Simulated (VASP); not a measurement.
# RuRh2 (P6/mmm) in VASP: further runs

The runs below take RuRh2 through single point, with PBE.

Program: VASP 6.6.1. These are calculated values, not measurements. Logs are shortened: lines on timing, memory, paths and dates and some standing lists are left out, and cuts for length are marked.

### 1 The cell of the first run

It takes space group P6/mmm (No. 191, hexagonal). Conventional cell: a = 4.319 Å, b = 4.319 Å, c = 2.647 Å, α = 90.00°, β = 90.00°, γ = 120.00°. Within 3.5 Å of Ru (site symmetry 6/mmm) lie 2 Ru at 2.65 Å and 12 Rh at 2.82 Å. Rh (site symmetry -6m2) has 5 Rh at 2.49 to 2.65 Å and 6 Ru at 2.82 Å within 3.3 Å.

### 2 Single point, PBE

INCAR reads:

```
PREC = Accurate
ENCUT = 520
EDIFF = 1E-7
ISMEAR = 0
SIGMA = 0.1
LREAL = F
LASPH = T
NELM = 60
ALGO = Fast
ISIF = 2
LWAVE = F
LCHARG = F
GGA = PE
NBANDS = 29
```

KPOINTS reads:

```
Automatic mesh
0
Gamma
  12 12 18
```

POSCAR reads:

```
RuRh2
1.0
    4.3192966811      0.0000000000      0.0000000000
   -2.1596483406      3.7406206523      0.0000000000
    0.0000000000      0.0000000000      2.6466994667
Ru Rh
1 2
Direct
    0.0000000000      0.0000000000      0.0000000000
    0.3333333333      0.6666666667      0.5000000000
    0.6666666667      0.3333333333      0.5000000000
```

Potentials or basis: VASP PAW PBE potentials, release 64 (Ru_pv, Rh_pv).

Launch:

```console
> cat potpaw_PBE.64/Ru_pv/POTCAR potpaw_PBE.64/Rh_pv/POTCAR > POTCAR
> mpirun -np 1 vasp_std > vasp.out
```

OUTCAR:

```text
PREC = Accurate
   ENCUT = 520
   EDIFF = 1E-7
   ISMEAR = 0
   LREAL = F
   LASPH = T
   NELM = 60
   ISIF = 2
   GGA = PE

 ion  position               nearest neighbor table
   1  0.000  0.000  0.000-   2 2.82   3 2.82   2 2.82   3 2.82   3 2.82   3 2.82   2 2.82   2 2.82
                             3 2.82   3 2.82   2 2.82   2 2.82
   2  0.333  0.667  0.500-   3 2.49   3 2.49   3 2.49   1 2.82   1 2.82   1 2.82   1 2.82   1 2.82
                             1 2.82
   3  0.667  0.333  0.500-   2 2.49   2 2.49   2 2.49   1 2.82   1 2.82   1 2.82   1 2.82   1 2.82
                             1 2.82

  LATTYP: Found a hexagonal cell.
 ALAT       =     4.3192966811
 C/A-ratio  =     0.6127616744

  Lattice vectors:

 A1 = (   4.3192966811,   0.0000000000,   0.0000000000)
 A2 = (  -2.1596483406,   3.7406206523,   0.0000000000)
 A3 = (   0.0000000000,   0.0000000000,   2.6466994667)

Analysis of symmetry for initial positions (statically):
=====================================================================
 Subroutine PRICEL returns:
 Original cell was already a primitive cell.

 Routine SETGRP: Setting up the symmetry group for a
 hexagonal supercell.

 Subroutine GETGRP returns: Found 24 space group operations
 (whereof 24 operations were pure point group operations)
 out of a pool of 24 trial point group operations.

The static configuration has the point symmetry D_6h.

Analysis of symmetry for dynamics (positions and initial velocities):
=====================================================================
 Subroutine PRICEL returns:
 Original cell was already a primitive cell.

 Routine SETGRP: Setting up the symmetry group for a
 hexagonal supercell.

 Subroutine GETGRP returns: Found 24 space group operations
 (whereof 24 operations were pure point group operations)
 out of a pool of 24 trial point group operations.

The dynamic configuration has the point symmetry D_6h.

 Subroutine INISYM returns: Found 24 space group operations
 (whereof 24 operations are pure point group operations),
 and found     1 'primitive' translations

----------------------------------------------------------------------------------------

                                     Primitive cell

  volume of cell :      42.7623
[... 86 lines left out ...]
   LNONCOLLINEAR =      F non collinear calculations
   LSORBIT =      F    spin-orbit coupling
   LASPH  =      T    aspherical Exc in radial PAW
   ENCUT  =  520.0 eV  38.22 Ry    6.18 a.u.   8.03  8.03  4.92*2*pi/ulx,y,z
   NELM   =     60;   NELMIN=  2; NELMDL= -5     # of ELM steps
   EDIFF  = 0.1E-06   stopping-criterion for ELM
   LREAL  =      F    real-space projection
   EDIFFG = 0.1E-05   stopping-criterion for IOM
   NSW    =      0    number of steps for IOM
   IBRION =     -1    ionic relax: 0-MD 1-quasi-New 2-CG
   NFREE  =      0    steps in history (QN), initial steepest desc. (CG)
   ISIF   =      2    stress and relaxation
   ISYM   =      2    0-nonsym 1-usesym 2-fastsym
   POTIM  = 0.5000    time-step for ionic-motion
   TEBEG  =    0.0;   TEEND  =   0.0 temperature during run
   PSTRESS=    0.0 pullay stress
   NELECT =      44.0000    total number of electrons
   NUPDOWN=      -1.0000    fix difference up-down
   EMIN   =  10.00;   EMAX   =-10.00  energy-range for DOS
   EFERMI =   0.00;   METHOD = LEGACY
   ISMEAR =     0;   SIGMA  =   0.10  broadening in eV -4-tet -1-fermi 0-gaus
   EFERMI_NEDOS =   21; number of points for ismear=-14 and -15
   IALGO  =     68    algorithm
   IMIX   =      4    mixing-type and parameters
     AMIX     =   0.40;   BMIX     =  1.00
     AMIX_MAG =   1.60;   BMIX_MAG =  1.00
  volume/ion in A,a.u.               =      14.25        96.19
  Fermi-wavevector in a.u.,A,eV,Ry     =   1.652743  3.123231 37.165114  2.731559
  Thomas-Fermi vector in A             =   2.741300
   LORBIT       =      0    0 simple, 1 ext, 2 COOP (PROOUT), +10 PAW based schemes
   GGA     = PE    functional components
   LHFCALC =     F    Hartree Fock is set to
   AEXX    =    0.0000 exact exchange contribution
   IVDW    =     0    specifies the selected vdW correction
   LEPSILON=     F    determine dielectric tensor
   LRPA    =     F    only Hartree local field effects (RPA)
 non-spin polarized calculation
 RMM-DIIS sequential band-by-band and
 Gauss-broadening in eV      SIGMA  =   0.10
  energy-cutoff  :      520.00
  volume of cell :       42.76
 maximum number of plane-waves:      1170
   NGX = 17   NGY = 17   NGZ =  9

 number of electron      43.9999986 magnetization

 Free energy of the ion-electron system (eV)
  ---------------------------------------------------
  ext. energy  EPLUGINS =         0.00000000
  ---------------------------------------------------
  free energy    TOTEN  =       -23.03336903 eV

  energy without entropy =      -23.01250273  energy(sigma->0) =      -23.02293588

 E-fermi :  11.6091     XC(G=0): -13.7950

 val. band max:       11.6058499084   @ k =   0.5000   0.0000   0.0556
 cond. band min:      11.6097029751   @ k =   0.5000   0.0000   0.0556
 fundamental gap:      0.0038530668
 Fermi energy:        11.6091215605

 k-point     1 :       0.0000    0.0000    0.0000
  band No.  band energies     occupation
      1     -35.4386      2.00000
      2     -35.4386      2.00000
      3     -34.9134      2.00000
      4     -34.9134      2.00000
      5     -34.7763      2.00000
      6     -34.6618      2.00000
[... 757 lines left out ...]
     28      20.6995      0.00000
     29      24.5722      0.00000

 [... further k-points ...]

------------------------ aborting loop because EDIFF is reached ----------------------------------------

  FORCE on cell =-STRESS in cart. coord.  units (eV):
  Direction    XX          YY          ZZ          XY          YZ          ZX
  --------------------------------------------------------------------------------------
  -------------------------------------------------------------------------------------
  Total        0.0172549      0.0172549     -0.0098204     -0.0000000     -0.0000000      0.0000000
  in kB        0.6464909      0.6464909     -0.3679425     -0.0000000     -0.0000000      0.0000000
  external PRESSURE =       0.3083464 kB  Pullay stress =       0.0000000 kB

 VOLUME and BASIS-vectors are now :
 -----------------------------------------------------------------------------
  energy-cutoff  :      520.00
  volume of cell :       42.76
      direct lattice vectors                 reciprocal lattice vectors
     4.319296681  0.000000000  0.000000000     0.231519174  0.133667657  0.000000000
    -2.159648341  3.740620652  0.000000000     0.000000000  0.267335315  0.000000000
     0.000000000  0.000000000  2.646699467     0.000000000  0.000000000  0.377829071

 POSITION                                       TOTAL-FORCE (eV/Angst)
 -----------------------------------------------------------------------------------
      0.00000      0.00000      0.00000        -0.000000      0.000000      0.000000
     -0.00000      2.49375      1.32335        -0.000000      0.000000      0.000000
      2.15965      1.24687      1.32335         0.000000     -0.000000      0.000000
 -----------------------------------------------------------------------------------
    total drift:                               -0.000000      0.000000      0.000000

  FREE ENERGIE OF THE ION-ELECTRON SYSTEM (eV)
  ---------------------------------------------------
  free  energy   TOTEN  =       -23.0333690255 eV

  energy  without entropy=      -23.0125027262  energy(sigma->0) =      -23.02293588
```

stdout:

```text
POSCAR found type information on POSCAR RuRh
 POSCAR found :  2 types and       3 ions
 scaLAPACK will be used
 LDA part: xc-table for (Slater+PW92), standard interpolation
 POSCAR, INCAR and KPOINTS ok, starting setup
 FFT: planning ... GRIDC
 FFT: planning ... GRID_SOFT
 FFT: planning ... GRID
 WAVECAR not read
 entering main loop
```

It took 1.9 min on 1 thread of AMD EPYC 9R45 (Zen 5), shared host; peak memory 0.28 GiB.

Results:

| Property | Result |
| --- | --- |
| Free energy | -23.0334 eV |
| Pressure | 0.0 GPa |
| Band gap on the k mesh | zero (bands 22 and 23 overlap by 2.37 eV) |

Levels at points of the mesh, in eV from the Fermi level:
| k point | band 20 | band 21 | band 22 | band 23 | band 24 | band 25 |
| --- | --- | --- | --- | --- | --- | --- |
| (0.00, 0.00, 0.00) | -1.68 | -1.68 | -1.29 | -1.29 | 1.03 | 1.03 |
| (0.50, 0.00, 0.00) | -1.11 | 0.05 | 0.14 | 0.35 | 0.35 | 0.60 |
| (0.00, 0.00, 0.50) | 0.43 | 0.43 | 0.61 | 0.61 | 1.43 | 3.51 |
| (0.50, 0.00, 0.50) | -0.85 | -0.50 | 0.43 | 1.14 | 1.15 | 2.85 |

### 3 Single point, PBE

INCAR reads:

```
SYSTEM = RuRh2
  ALGO = Fast
  EDIFF = 1E-6
  ENCUT = 520
  GGA = PE
  ISIF = 2
  ISMEAR = 0
  LASPH = .True.
  LCHARG = .False.
  LREAL = .False.
  LWAVE = .False.
  NBANDS = 29
  NELM = 80
  PREC = Accurate
  SIGMA = 0.1
```

KPOINTS reads:

```
k-points
0
Gamma
  12 12 18
  0 0 0
```

POSCAR is that of step 2.

Potentials or basis: VASP PAW PBE potentials, release 64 (Ru_pv, Rh_pv).

Launch:

```console
> cat potpaw_PBE.64/Ru_pv/POTCAR potpaw_PBE.64/Rh_pv/POTCAR > POTCAR
> mpirun -np 1 vasp_std > vasp.out
```

OUTCAR:

```text
SYSTEM = RuRh2
   EDIFF = 1E-6
   ENCUT = 520
   GGA = PE
   ISIF = 2
   ISMEAR = 0
   LASPH = .True.
   LREAL = .False.
   NELM = 80
   PREC = Accurate

 ion  position               nearest neighbor table
   1  0.000  0.000  0.000-   2 2.82   3 2.82   2 2.82   3 2.82   3 2.82   3 2.82   2 2.82   2 2.82
                             3 2.82   3 2.82   2 2.82   2 2.82
   2  0.333  0.667  0.500-   3 2.49   3 2.49   3 2.49   1 2.82   1 2.82   1 2.82   1 2.82   1 2.82
                             1 2.82
[... 969 lines left out ...]
  FORCE on cell =-STRESS in cart. coord.  units (eV):
  Direction    XX          YY          ZZ          XY          YZ          ZX
  --------------------------------------------------------------------------------------
  -------------------------------------------------------------------------------------
  Total       -0.0000686     -0.0000686     -0.0288279      0.0000000     -0.0000000      0.0000000
  in kB       -0.0025690     -0.0025690     -1.0800971      0.0000000     -0.0000000      0.0000000
  external PRESSURE =      -0.3617451 kB  Pullay stress =       0.0000000 kB

 VOLUME and BASIS-vectors are now :
 -----------------------------------------------------------------------------
  energy-cutoff  :      520.00
  volume of cell :       42.76
      direct lattice vectors                 reciprocal lattice vectors
     4.319296681  0.000000000  0.000000000     0.231519174  0.133667657  0.000000000
    -2.159648341  3.740620652  0.000000000     0.000000000  0.267335315  0.000000000
     0.000000000  0.000000000  2.646699467     0.000000000  0.000000000  0.377829071

 POSITION                                       TOTAL-FORCE (eV/Angst)
 -----------------------------------------------------------------------------------
      0.00000      0.00000      0.00000        -0.000000      0.000000      0.000000
     -0.00000      2.49375      1.32335         0.000000      0.000000     -0.000000
      2.15965      1.24687      1.32335        -0.000000      0.000000      0.000000
 -----------------------------------------------------------------------------------
    total drift:                               -0.000000      0.000000      0.000000

  FREE ENERGIE OF THE ION-ELECTRON SYSTEM (eV)
  ---------------------------------------------------
  free  energy   TOTEN  =       -23.0333689630 eV

  energy  without entropy=      -23.0124963811  energy(sigma->0) =      -23.02293267
```

OSZICAR:

```text
N       E                     dE             d eps       ncg     rms          rms(c)
DAV:   1     0.522555643587E+03    0.52256E+03   -0.26923E+04 11020   0.171E+03
DAV:   2    -0.998914361758E+01   -0.53254E+03   -0.51844E+03 11576   0.528E+02
DAV:   3    -0.245809811781E+02   -0.14592E+02   -0.14308E+02 12208   0.970E+01
DAV:   4    -0.247173673162E+02   -0.13639E+00   -0.13629E+00 13055   0.923E+00
DAV:   5    -0.247201681814E+02   -0.28009E-02   -0.28007E-02 12359   0.125E+00    0.180E+01
RMM:   6    -0.238203929942E+02    0.89978E+00   -0.50986E+00 11126   0.159E+01    0.101E+01
RMM:   7    -0.239768175061E+02   -0.15642E+00   -0.18677E+00 11072   0.885E+00    0.105E+01
RMM:   8    -0.230416550787E+02    0.93516E+00   -0.49980E-01 11129   0.478E+00    0.203E+00
RMM:   9    -0.230346335434E+02    0.70215E-02   -0.32045E-02 11654   0.973E-01    0.736E-01
RMM:  10    -0.230334017680E+02    0.12318E-02   -0.34727E-03 11961   0.504E-01    0.135E-01
RMM:  11    -0.230333786656E+02    0.23102E-04   -0.59141E-04 12259   0.173E-01    0.552E-02
RMM:  12    -0.230333664805E+02    0.12185E-04   -0.13146E-04 12918   0.830E-02    0.105E-02
RMM:  13    -0.230333681564E+02   -0.16759E-05   -0.43189E-05 14618   0.385E-02    0.477E-03
RMM:  14    -0.230333689630E+02   -0.80664E-06   -0.60732E-06 11166   0.189E-02
   1 F= -.23033369E+02 E0= -.23022933E+02  d E =-.208726E-01
```

Wall time 1.7 min (1 thread of AMD EPYC 9R45 (Zen 5), shared host); peak memory 0.28 GiB.

Results:

```yaml
Free_energy: -23.0334 eV
Pressure: 0.0 GPa
Band_gap_on_the_k_mesh: zero (bands 22 and 23 overlap by 2.37 eV)
```

Levels at points of the mesh, in eV from the Fermi level:
```tsv
k point	band 19	band 20	band 21	band 22	band 23	band 24	band 25	band 26
(0.00, 0.00, 0.00)	-2.29	-1.68	-1.68	-1.29	-1.29	1.03	1.03	8.42
(0.50, 0.00, 0.00)	-1.46	-1.11	0.05	0.14	0.35	0.35	0.60	1.01
(0.00, 0.00, 0.50)	-2.33	0.43	0.43	0.61	0.61	1.43	3.51	3.60
(0.50, 0.00, 0.50)	-1.22	-0.85	-0.50	0.43	1.14	1.15	2.85	3.59
```
